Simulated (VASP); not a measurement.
Wanted: the native input for a VASP 6.6.1 run.

```
Task                   : relaxation of cell and atoms
Functional             : LDA
Potentials or basis    : VASP PAW LDA potentials, release 64 (P, B)
Cutoff                 : 600 eV
k mesh                 : 10 × 10 × 10
Occupations            : fermi-dirac, width 0.05 eV
Spin                   : no spin polarisation
Target pressure        : 20 GPa
Dipole correction      : no
Further INCAR settings : ALGO = Normal; EDIFF = 1e-07; IBRION = 2; EDIFFG = -0.02; NSW = 80; ISIF = 3
```

The structure of BP lies in POSCAR:

```
BP
1.0
    0.0000000000      2.2690000000      2.2690000000
    2.2690000000      0.0000000000      2.2690000000
    2.2690000000      2.2690000000      0.0000000000
P B
1 1
Direct
    0.7500000000      0.7500000000      0.7500000000
    0.0000000000      0.0000000000      0.0000000000
```

These files were run (other wordings do the same):

INCAR

```
SYSTEM = BP
  ALGO = Normal
  EDIFF = 1E-7
  EDIFFG = -0.02
  ENCUT = 600
  GGA = CA
  IBRION = 2
  ISIF = 3
  ISMEAR = -1
  LASPH = .True.
  LCHARG = .False.
  LREAL = .False.
  LWAVE = .False.
  NELM = 60
  NSW = 80
  PREC = Accurate
  PSTRESS = 200.0
  SIGMA = 0.05
```

KPOINTS

```
k-points
0
Gamma
  10 10 10
  0 0 0
```

Potentials or basis: VASP PAW LDA potentials, release 64 (P, B).

Run with:

```bash
$ cat potpaw_LDA.64/P/POTCAR potpaw_LDA.64/B/POTCAR > POTCAR
$ mpirun -np 1 vasp_std > vasp.out
```

It gave:

* Relaxed volume: 10.29 Å³/atom
* Relaxed cell: a = 3.076 Å, b = 3.076 Å, c = 3.076 Å, α = 60.00°, β = 60.00°, γ = 60.00°
* Space group after relaxing (to 0.05 Å): F-43m (No. 216)
* Energy change on relaxing (the enthalpy is what falls): +52.6 meV/atom
* Ionic steps: 4
* Pressure after relaxing: 19.9 GPa
* Band gap on the k mesh: 1.04 eV, indirect (least direct gap 3.61 eV)

Caveat: the cell is relaxed towards a set pressure, so the enthalpy falls and the energy may rise.

Wall time 51 s on 1 thread of Intel Xeon 8259CL (shared host), peak memory 0.14 GiB.
